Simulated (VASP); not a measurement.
# Si17O32 (a cell with a defect) in VASP: notebook

Si17O32 (a cell with a defect) is run at these levels: PBEsol; tasks: single point.

All numbers are computed with VASP 6.6.1; they aren't measurements. Logs are shortened: lines on timing, memory, paths and dates and some standing lists are left out, and cuts for length are marked.

## (1) The cell of the first run

The cell holds a defect, 49 atoms: a = 8.389 Å, b = 8.389 Å, c = 5.357 Å, α = 90.00°, β = 90.00°, γ = 90.00°.

## (2) Single point, PBEsol, collinear spin

Contents of INCAR:

```
SYSTEM = Si17O32
PREC     = Accurate       ! precision mode
ENCUT    = 520            ! plane-wave cutoff, eV
EDIFF    = 1E-7           ! SCF threshold, eV
ISMEAR   = -1             ! smearing method
SIGMA    = 0.05           ! smearing width, eV
LREAL    = Auto         
LASPH    = .TRUE.         ! aspherical terms in the spheres
NELM     = 150            ! most SCF steps
ALGO     = Normal         ! electronic algorithm
ISIF     = 2              ! what is computed and relaxed
LWAVE    = .FALSE.        ! write WAVECAR
LCHARG   = .FALSE.        ! write CHGCAR
ISPIN    = 2              ! spin polarisation
MAGMOM   = 0 0 0 0 0 0 0.125 0.125 0 0.125 0 0 0 0 0 0 0.125 0 0 0 0 0 0 0 0 0.125 0.125 0 0 0 0 0 0 0 0 0 0 0 0.125 0 0 0 0 0 0.125 0 0 0 0 ! initial moments
LORBIT   = 11             ! projections on sites
GGA      = PS             ! functional
NELECT   = 259.0        
ISYM     = 0            
NBANDS   = 164            ! bands
```

Contents of KPOINTS:

```
Automatic mesh
0
Gamma
  1 1 1
  0.25 0.25 0.25
```

Contents of POSCAR:

```
Si17O32
1.0
    8.3886930000      0.0000000000      0.0000000000
    0.0000000000      8.3886930000      0.0000000000
    0.0000000000      0.0000000000      5.3570950000
Si O
17 32
Direct
    0.9995530000      0.9988350000      0.0004350000
    0.0039820000      0.9937550000      0.4971360000
    0.9992580000      0.5009270000      0.9956520000
    0.0003450000      0.5031660000      0.5016550000
    0.4987370000      0.0037060000      0.0043310000
    0.5012660000      0.0065760000      0.4913720000
    0.4950720000      0.4993430000      0.9988320000
    0.5018700000      0.4987940000      0.5010410000
    0.2466580000      0.2475530000      0.2495360000
    0.2504840000      0.2486790000      0.7504760000
    0.2500590000      0.7553340000      0.2457790000
    0.2495120000      0.7484250000      0.7466820000
    0.7494650000      0.2530620000      0.2524420000
    0.7490350000      0.2495400000      0.7544850000
    0.7491880000      0.7499190000      0.2485350000
    0.7528970000      0.7514060000      0.7515970000
    0.3948530000      0.3958120000      0.8059610000
    0.1486820000      0.1579650000      0.9975740000
    0.1563940000      0.1538020000      0.5062990000
    0.1543570000      0.6553290000      0.0008670000
    0.1516850000      0.6486500000      0.4987590000
    0.6502270000      0.1578990000      0.0025430000
    0.6496740000      0.1533130000      0.5002540000
    0.6497090000      0.6564320000      0.0104530000
    0.6528970000      0.6525170000      0.5029750000
    0.3447860000      0.3491750000      0.0049370000
    0.3477130000      0.3490550000      0.5010960000
    0.3484570000      0.8506550000      0.9970460000
    0.3451060000      0.8443480000      0.4965200000
    0.8453120000      0.3525400000      0.0032560000
    0.8478800000      0.3468400000      0.4954280000
    0.8451610000      0.8476070000      0.9947890000
    0.8427410000      0.8491150000      0.5021980000
    0.0938420000      0.3994110000      0.2574840000
    0.0977570000      0.4019640000      0.7494580000
    0.0990210000      0.9014380000      0.2506060000
    0.0972540000      0.9010010000      0.7514740000
    0.5988160000      0.4025090000      0.2494630000
    0.5918860000      0.4007510000      0.7489160000
    0.5973930000      0.9039010000      0.2518910000
    0.5932360000      0.9002910000      0.7541060000
    0.4034540000      0.0953220000      0.2512390000
    0.4047540000      0.0946640000      0.7478400000
    0.4037290000      0.6001520000      0.2497460000
    0.3975150000      0.5982330000      0.7506060000
    0.9019810000      0.0993130000      0.2535840000
    0.9029130000      0.0963140000      0.7467580000
    0.9050480000      0.5964210000      0.2481640000
    0.9025500000      0.5960580000      0.7499750000
```

Potentials or basis: VASP PAW PBE potentials, release 64 (Si, O).

Started as:

```
$ cat potpaw_PBE.64/Si/POTCAR potpaw_PBE.64/O/POTCAR > POTCAR
$ mpirun -np 1 vasp_std > vasp.out
```

OUTCAR:

```text
SYSTEM = Si17O32
   PREC = Accurate
   ENCUT = 520
   EDIFF = 1E-7
   ISMEAR = -1
   LREAL = Auto
   LASPH = .TRUE.
   NELM = 150
   ISIF = 2
   ISPIN = 2
   LORBIT = 11
   GGA = PS
   NELECT = 259.0
   ISYM = 0

 ion  position               nearest neighbor table
   1  1.000  0.999  0.000-  37 1.77  36 1.78  47 1.78  46 1.79  32 1.81  18 1.83   2 2.66   2 2.70

   2  0.004  0.994  0.497-  36 1.73  37 1.75  46 1.79  47 1.80  33 1.82  19 1.85   1 2.66   1 2.70

   3  0.999  0.501  0.996-  49 1.74  48 1.76  35 1.76  30 1.79  34 1.82  20 1.84   4 2.65   4 2.71
[... 49 lines left out ...]
  38  0.599  0.403  0.249-   8 1.77  13 1.78   7 1.79
  39  0.592  0.401  0.749-  17 1.68   8 1.73   7 1.77  14 1.83
  40  0.597  0.904  0.252-   6 1.74   5 1.77  15 1.81
  41  0.593  0.900  0.754-   5 1.78  16 1.83   6 1.84
  42  0.403  0.095  0.251-   6 1.70   5 1.73   9 1.83
  43  0.405  0.095  0.748-   6 1.76   5 1.76  10 1.83  17 2.55
  44  0.404  0.600  0.250-   7 1.76   8 1.79  11 1.83
  45  0.398  0.598  0.751-  17 1.72   7 1.77  12 1.77   8 1.80
  46  0.902  0.099  0.254-   2 1.79   1 1.79  13 1.82
  47  0.903  0.096  0.747-   1 1.78   2 1.80  14 1.82
  48  0.905  0.596  0.248-   4 1.76   3 1.76  15 1.84
  49  0.903  0.596  0.750-   3 1.74   4 1.75  16 1.81

 -----------------------------------------------------------------------------
|                                                                             |
|           W    W    AA    RRRRR   N    N  II  N    N   GGGG   !!!           |
|           W    W   A  A   R    R  NN   N  II  NN   N  G    G  !!!           |
|           W    W  A    A  R    R  N N  N  II  N N  N  G       !!!           |
|           W WW W  AAAAAA  RRRRR   N  N N  II  N  N N  G  GGG   !            |
|           WW  WW  A    A  R   R   N   NN  II  N   NN  G    G                |
|           W    W  A    A  R    R  N    N  II  N    N   GGGG   !!!           |
|                                                                             |
|     The distance between some ions is very small. Please check the          |
|     nearest-neighbor list in the OUTCAR file.                               |
|     I HOPE YOU KNOW WHAT YOU ARE DOING!                                     |
|                                                                             |
 -----------------------------------------------------------------------------

IMPORTANT INFORMATION: All symmetrisations will be switched off!
NOSYMM: (Re-)initialisation of all symmetry stuff for point group C_1.

----------------------------------------------------------------------------------------

                                     Primitive cell

  volume of cell :     376.9797

  direct lattice vectors                    reciprocal lattice vectors
     8.388693000  0.000000000  0.000000000     0.119208082  0.000000000  0.000000000
     0.000000000  8.388693000  0.000000000     0.000000000  0.119208082  0.000000000
     0.000000000  0.000000000  5.357095000     0.000000000  0.000000000  0.186668334

  length of vectors
     8.388693000  8.388693000  5.357095000     0.119208082  0.119208082  0.186668334

  position of ions in fractional coordinates (direct lattice)
     0.999553000  0.998835000  0.000435000
     0.003982000  0.993755000  0.497136000
     0.999258000  0.500927000  0.995652000
     0.000345000  0.503166000  0.501655000
     0.498737000  0.003706000  0.004331000
     0.501266000  0.006576000  0.491372000
[... 41 lines left out ...]
     0.905048000  0.596421000  0.248164000
     0.902550000  0.596058000  0.749975000

  ion indices of the primitive-cell ions
   primitive index   ion index
                 1           1
                 2           2
                 3           3
                 4           4
                 5           5
                 6           6
[... 41 lines left out ...]
                48          48
                49          49

----------------------------------------------------------------------------------------

 KPOINTS: Automatic mesh

Automatic generation of k-mesh.
 Grid dimensions read from file:
 generate k-points for:    1    1    1

 Generating k-lattice:

  Cartesian coordinates                     Fractional coordinates (reciprocal lattice)
[... 39 lines left out ...]
   EDIFF  = 0.1E-06   stopping-criterion for ELM
   LREAL  =      T    real-space projection
   EDIFFG = 0.1E-05   stopping-criterion for IOM
   NSW    =      0    number of steps for IOM
   IBRION =     -1    ionic relax: 0-MD 1-quasi-New 2-CG
   NFREE  =      0    steps in history (QN), initial steepest desc. (CG)
   ISIF   =      2    stress and relaxation
   ISYM   =      0    0-nonsym 1-usesym 2-fastsym
   POTIM  = 0.5000    time-step for ionic-motion
   TEBEG  =    0.0;   TEEND  =   0.0 temperature during run
   PSTRESS=    0.0 pullay stress
   NELECT =     259.0000    total number of electrons
   NUPDOWN=      -1.0000    fix difference up-down
   EMIN   =  10.00;   EMAX   =-10.00  energy-range for DOS
   EFERMI =   0.00;   METHOD = LEGACY
   ISMEAR =    -1;   SIGMA  =   0.05  broadening in eV -4-tet -1-fermi 0-gaus
   EFERMI_NEDOS =   21; number of points for ismear=-14 and -15
   IALGO  =     38    algorithm
   IMIX   =      4    mixing-type and parameters
     AMIX     =   0.40;   BMIX     =  1.00
     AMIX_MAG =   1.60;   BMIX_MAG =  1.00
  volume/ion in A,a.u.               =       7.69        51.92
  Fermi-wavevector in a.u.,A,eV,Ry     =   1.444560  2.729822 28.391987  2.086752
  Thomas-Fermi vector in A             =   2.562841
   LORBIT       =     11    0 simple, 1 ext, 2 COOP (PROOUT), +10 PAW based schemes
   GGA     = PS    functional components
   LHFCALC =     F    Hartree Fock is set to
   AEXX    =    0.0000 exact exchange contribution
   IVDW    =     0    specifies the selected vdW correction
   LEPSILON=     F    determine dielectric tensor
   LRPA    =     F    only Hartree local field effects (RPA)
 spin polarized calculation
  energy-cutoff  :      520.00
  volume of cell :      376.98
 maximum number of plane-waves:     10145
 NGX is ok and might be reduce to    64
   NGX = 31   NGY = 31   NGZ = 19

 number of electron     258.9999957 magnetization       0.9978382

 Free energy of the ion-electron system (eV)
  ---------------------------------------------------
  ext. energy  EPLUGINS =         0.00000000
  ---------------------------------------------------
  free energy    TOTEN  =      -371.61169796 eV

  energy without entropy =     -371.61078467  energy(sigma->0) =     -371.61124132

 E-fermi :  13.3056     XC(G=0): -12.5506

 val. band max:       12.9850321215   @ k =  -0.2500  -0.2500   0.2500
 cond. band min:      13.6229819412   @ k =   0.2500   0.2500   0.2500
 fundamental gap:      0.6379498197
 Fermi energy:        13.3055669724

 spin component 1

 k-point     1 :       0.2500    0.2500    0.2500
  band No.  band energies     occupation
      1     -16.4827      1.00000
      2     -15.0227      1.00000
      3     -13.5772      1.00000
      4     -13.5564      1.00000
      5     -13.0082      1.00000
      6     -12.7290      1.00000
[... 565 lines left out ...]
    140      16.4045      0.00000
    141      16.5508      0.00000
 Fermi energy:        13.3055669724

 spin component 2

 k-point     1 :       0.2500    0.2500    0.2500
  band No.  band energies     occupation
      1     -16.2914      1.00000
      2     -14.8795      1.00000
      3     -13.5127      1.00000
      4     -13.4870      1.00000
      5     -12.9642      1.00000
      6     -12.6996      1.00000
[... 565 lines left out ...]
    140      16.4767      0.00000
    141      16.5896      0.00000
 [bands above 141 left out]

------------------------ aborting loop because EDIFF is reached ----------------------------------------

  FORCE on cell =-STRESS in cart. coord.  units (eV):
  Direction    XX          YY          ZZ          XY          YZ          ZX
  --------------------------------------------------------------------------------------
  -------------------------------------------------------------------------------------
  Total       49.0890614     48.4358720    103.6466871     35.5624754      0.3630569     -2.8605706
  in kB      208.6302897    205.8542111    440.5021757    151.1418090      1.5430049    -12.1575287
  external PRESSURE =     284.9955588 kB  Pullay stress =       0.0000000 kB

 VOLUME and BASIS-vectors are now :
 -----------------------------------------------------------------------------
  energy-cutoff  :      520.00
  volume of cell :      376.98
      direct lattice vectors                 reciprocal lattice vectors
     8.388693000  0.000000000  0.000000000     0.119208082  0.000000000  0.000000000
     0.000000000  8.388693000  0.000000000     0.000000000  0.119208082  0.000000000
     0.000000000  0.000000000  5.357095000     0.000000000  0.000000000  0.186668334

 POSITION                                       TOTAL-FORCE (eV/Angst)
 -----------------------------------------------------------------------------------
      8.38494      8.37892      0.00233        -0.875093      0.534533     -0.431957
      0.03340      8.33631      2.66320        -1.381811      1.229560      0.896156
      8.38247      4.20212      5.33380        -0.023057     -0.233475      1.111172
      0.00289      4.22091      2.68741        -0.341488     -0.653969     -0.609385
      4.18375      0.03109      0.02320         1.029854     -1.963126     -1.778171
      4.20497      0.05516      2.63233         0.719177     -2.401805      2.550750
[... 41 lines left out ...]
      7.59217      5.00319      1.32944        -0.407416      0.640830      0.080605
      7.57121      5.00015      4.01769        -0.278956      0.422465      0.042118
 -----------------------------------------------------------------------------------
    total drift:                                0.003456     -0.002777      0.018542

  FREE ENERGIE OF THE ION-ELECTRON SYSTEM (eV)
  ---------------------------------------------------
  free  energy   TOTEN  =      -371.6116979648 eV

  energy  without entropy=     -371.6107846717  energy(sigma->0) =     -371.61124132

 total charge

# of ion       s       p       d       tot
------------------------------------------
    1        0.587   0.850   0.000   1.437
    2        0.586   0.855   0.000   1.441
    3        0.588   0.864   0.000   1.452
    4        0.592   0.884   0.000   1.476
    5        0.590   0.880   0.000   1.470
    6        0.594   0.882   0.000   1.476
[... 41 lines left out ...]
   48        1.544   3.660   0.000   5.203
   49        1.546   3.676   0.000   5.222
--------------------------------------------------
tot         60.676 133.551   0.000 194.226

 magnetization (x)

# of ion       s       p       d       tot
------------------------------------------
    1        0.002   0.002   0.000   0.004
    2        0.000  -0.000   0.000  -0.000
    3        0.000   0.000   0.000   0.000
    4       -0.000   0.000   0.000   0.000
    5        0.000   0.000   0.000   0.000
    6       -0.000   0.000   0.000   0.000
[... 41 lines left out ...]
   48       -0.000   0.000   0.000   0.000
   49        0.000   0.000   0.000   0.000
--------------------------------------------------
tot          0.232   0.593   0.000   0.825
```

It took 38 min on 1 thread of Intel Xeon 8259CL, shared host; peak memory 0.71 GiB.

What came out:

```
Free energy                                           : -371.6117 eV
Largest force                                         : 49.580 eV/Å
Net moment                                            : 1.00 μB per cell
Site moments                                          : Si +0.00, -0.00, +0.22, +0.02, +0.04, +0.01, +0.24 (each value once); O +0.01, -0.00, +0.00, +0.10, +0.04, +0.05 (each value once) μB
Valence electrons inside the program's atomic spheres : Si 1.44, 1.45, 1.48, 1.47, 1.98, 1.52, 1.81, 1.46, 2.74 (each value once); O 5.21, 5.20, 5.19, 5.71, 5.26, 5.22, 5.23, 5.28, 5.17, 5.24, 5.18 (each value once)
```

Forces in eV/Å, atoms in the order of the input:
```
Si   -0.875   0.535  -0.432
Si   -1.382   1.230   0.896
Si   -0.023  -0.233   1.111
Si   -0.341  -0.654  -0.609
Si    1.030  -1.963  -1.778
Si    0.719  -2.402   2.551
Si   21.151  22.243  26.850
Si    4.043   5.044  -9.451
Si   -1.877  -0.631   1.053
Si  -13.701 -14.034  -4.619
Si    0.420  -0.774   0.531
Si   -1.387   2.354  -0.256
Si    0.802  -0.364   0.204
Si    2.687  -1.598  -1.076
Si    0.165   0.264   0.535
Si   -1.219   0.355  -0.007
Si    2.232   1.531 -41.726
O     0.498  -0.722   0.717
O     0.047  -0.322  -0.994
O     0.006  -0.658  -0.427
O     0.540   0.650   0.136
O    -0.125   0.025  -0.227
O     0.343   0.730   0.227
O    -0.217  -1.088  -1.786
O    -0.497  -0.752   0.463
O   -15.956 -14.854  44.530
O     1.891   1.816  -8.207
O    -0.583  -0.733   0.033
O     0.265   0.568   0.231
O    -0.594  -0.673  -0.896
O    -0.516   0.162   1.270
O     0.661   0.220   1.040
O     0.733  -0.236  -0.621
O     0.972   0.057  -1.086
O    -1.368   0.995   0.153
O    -0.493   0.489  -0.344
O     0.070   0.015  -0.189
O    -0.587   0.087   0.726
O     4.303  -1.166  -4.073
O    -0.164   0.375  -0.241
O     0.365   0.408  -0.461
O    -1.241   1.694  -0.624
O    -0.064  -0.418   0.110
O    -0.250  -0.424   0.724
O    -0.438   2.501  -4.012
O     0.642  -0.812  -0.472
O     0.000   0.101   0.403
O    -0.407   0.641   0.081
O    -0.279   0.422   0.042
```

Caveat: the k points lie up to 0.59 Å⁻¹ apart; the cell carries a net charge on a neutralising background, which shifts energy and pressure; the cell is charged against a uniform background, so pressure and absolute levels hang on convention; atoms lie so close that the PAW spheres overlap strongly, which falsifies energies and pressures; the PAW data sets were made with another functional, which shifts forces and pressure a little.

(Continued in part 2 of 3.)
